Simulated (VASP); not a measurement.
# Ag in VASP: notebook, part 2 of 2

VASP 6.6.1.

## Step 5: Single point, LDA (volume scaled by 0.9405)

The input, INCAR:

```
PREC     = Accurate       # precision mode
ENCUT    = 520            # plane-wave cutoff, eV
EDIFF    = 1E-6           # SCF threshold, eV
ISMEAR   = -1             # smearing method
SIGMA    = 0.05           # smearing width, eV
LREAL    = F              # projectors in reciprocal space
LASPH    = T              # aspherical terms in the spheres
NELM     = 80             # most SCF steps
ALGO     = Normal         # electronic algorithm
ISIF     = 2              # what is computed and relaxed
LWAVE    = F              # write WAVECAR
LCHARG   = F              # write CHGCAR
GGA      = CA             # functional
NBANDS   = 12             # bands
```

The input, KPOINTS:

```
Automatic mesh
0
Gamma
  15 15 15
```

The input, POSCAR:

```
Ag
1.0
    0.0000000000      2.0017471726      2.0017471726
    2.0017471726      0.0000000000      2.0017471726
    2.0017471726      2.0017471726      0.0000000000
Ag
1
Direct
    0.0000000000      0.0000000000      0.0000000000
```

Potentials or basis: VASP PAW LDA potentials, release 64 (Ag).

Launch:

```console
> cat potpaw_LDA.64/Ag/POTCAR > POTCAR
> mpirun -np 1 vasp_std > vasp.out
```

OUTCAR:

```text
PREC = Accurate
   ENCUT = 520
   EDIFF = 1E-6
   ISMEAR = -1
   LREAL = F
   LASPH = T
   NELM = 80
   ISIF = 2
   GGA = CA

 ion  position               nearest neighbor table
   1  0.000  0.000  0.000-

  LATTYP: Found a face centered cubic cell.
 ALAT       =     4.0034943452

  Lattice vectors:

 A1 = (   0.0000000000,   2.0017471726,   2.0017471726)
 A2 = (   2.0017471726,   0.0000000000,   2.0017471726)
 A3 = (   2.0017471726,   2.0017471726,   0.0000000000)

Analysis of symmetry for initial positions (statically):
=====================================================================
 Subroutine PRICEL returns:
 Original cell was already a primitive cell.

 Routine SETGRP: Setting up the symmetry group for a
 face centered cubic supercell.

 Subroutine GETGRP returns: Found 48 space group operations
 (whereof 48 operations were pure point group operations)
 out of a pool of 48 trial point group operations.

The static configuration has the point symmetry O_h .

Analysis of symmetry for dynamics (positions and initial velocities):
=====================================================================
 Subroutine PRICEL returns:
 Original cell was already a primitive cell.

 Routine SETGRP: Setting up the symmetry group for a
 face centered cubic supercell.

 Subroutine GETGRP returns: Found 48 space group operations
 (whereof 48 operations were pure point group operations)
 out of a pool of 48 trial point group operations.

The dynamic configuration has the point symmetry O_h .

 Subroutine INISYM returns: Found 48 space group operations
 (whereof 48 operations are pure point group operations),
 and found     1 'primitive' translations

----------------------------------------------------------------------------------------

                                     Primitive cell

  volume of cell :      16.0420

  direct lattice vectors                    reciprocal lattice vectors
[... 112 lines left out ...]
   AEXX    =    0.0000 exact exchange contribution
   IVDW    =     0    specifies the selected vdW correction
   LEPSILON=     F    determine dielectric tensor
   LRPA    =     F    only Hartree local field effects (RPA)
 non-spin polarized calculation
  energy-cutoff  :      520.00
  volume of cell :       16.04
 maximum number of plane-waves:       445
 NGX is ok and might be reduce to    24
   NGX = 11   NGY = 11   NGZ = 11

 number of electron      11.0000002 magnetization

 Free energy of the ion-electron system (eV)
  ---------------------------------------------------
  ext. energy  EPLUGINS =         0.00000000
  ---------------------------------------------------
  free energy    TOTEN  =        -3.78092505 eV

  energy without entropy =       -3.77765055  energy(sigma->0) =       -3.77928780

 E-fermi :   9.2044     XC(G=0): -12.9463

 val. band max:        9.1977132524   @ k =  -0.4000   0.1333   0.0000
 cond. band min:       9.2152150313   @ k =  -0.2667   0.2667   0.0000
 fundamental gap:      0.0175017789
 Fermi energy:         9.2044008131

 k-point     1 :       0.0000    0.0000    0.0000
  band No.  band energies     occupation
      1       0.7464      2.00000
      2       4.0239      2.00000
      3       4.0239      2.00000
      4       4.0239      2.00000
      5       5.1972      2.00000
      6       5.1972      2.00000
      7      25.1694      0.00000
      8      29.0383      0.00000
      9      29.0383      0.00000
     10      29.0383      0.00000
     11      34.2145      0.00000
     12      35.6241      0.00000
[... 331 lines left out ...]
 k-point    24 :       0.2000    0.1333    0.0000
  band No.  band energies     occupation
      1       1.9414      2.00000
      2       3.5778      2.00000
      3       4.4242      2.00000
      4       4.4622      2.00000
      5       4.9032      2.00000
      6       5.4103      2.00000
      7      24.6067      0.00000
      8      26.0601      0.00000
      9      26.6912      0.00000
     10      28.0872      0.00000
     11      32.1977      0.00000
     12      34.9781      0.00000

 [... further k-points ...]

------------------------ aborting loop because EDIFF is reached ----------------------------------------

  FORCE on cell =-STRESS in cart. coord.  units (eV):
  Direction    XX          YY          ZZ          XY          YZ          ZX
  --------------------------------------------------------------------------------------
  -------------------------------------------------------------------------------------
  Total       -0.0259212     -0.0259212     -0.0259212      0.0000000      0.0000000     -0.0000000
  in kB       -2.5888607     -2.5888607     -2.5888607      0.0000000      0.0000000     -0.0000000
  external PRESSURE =      -2.5888607 kB  Pullay stress =       0.0000000 kB

 VOLUME and BASIS-vectors are now :
 -----------------------------------------------------------------------------
  energy-cutoff  :      520.00
  volume of cell :       16.04
      direct lattice vectors                 reciprocal lattice vectors
     0.000000000  2.001747173  2.001747173    -0.249781794  0.249781794  0.249781794
     2.001747173  0.000000000  2.001747173     0.249781794 -0.249781794  0.249781794
     2.001747173  2.001747173  0.000000000     0.249781794  0.249781794 -0.249781794

 POSITION                                       TOTAL-FORCE (eV/Angst)
 -----------------------------------------------------------------------------------
      0.00000      0.00000      0.00000         0.000000      0.000000      0.000000
 -----------------------------------------------------------------------------------
    total drift:                               -0.000000      0.000000      0.000000

  FREE ENERGIE OF THE ION-ELECTRON SYSTEM (eV)
  ---------------------------------------------------
  free  energy   TOTEN  =        -3.7809250513 eV

  energy  without entropy=       -3.7776505504  energy(sigma->0) =       -3.77928780
```

It took 22 s on 1 thread of Intel Xeon 8259CL, shared host; peak memory 0.14 GiB.

What came out:

```yaml
Free_energy: -3.7809 eV
Pressure: -0.3 GPa
```

Levels at points of the mesh, in eV from the Fermi level:
| k point | band 4 | band 5 | band 6 | band 7 | band 8 | band 9 |
| --- | --- | --- | --- | --- | --- | --- |
| (0.00, 0.00, 0.00) | -5.18 | -4.01 | -4.01 | 15.96 | 19.83 | 19.83 |

## Step 6: The runs side by side

```tsv
cell	gap on the mesh (eV)	pressure (GPa)
a = 2.847 Å, angles 62.0°, 1 atom	none	-6.9
a = 2.875 Å, angles 60.7°, 1 atom	none	-7.3
a = 2.919 Å, angles 58.7°, 1 atom	none	-7.1
a = 2.831 Å, angles 60.0°, 1 atom	none	-0.3
```

Alike in all rows: task single point; level LDA; potentials or basis VASP PAW LDA potentials, release 64 (Ag); no spin polarisation; k mesh 15 × 15 × 15; cutoff (eV) 520; smearing fermi-dirac 0.05 eV.

Total energies depend on the potentials used, so only differences within one code and one set of settings carry meaning.
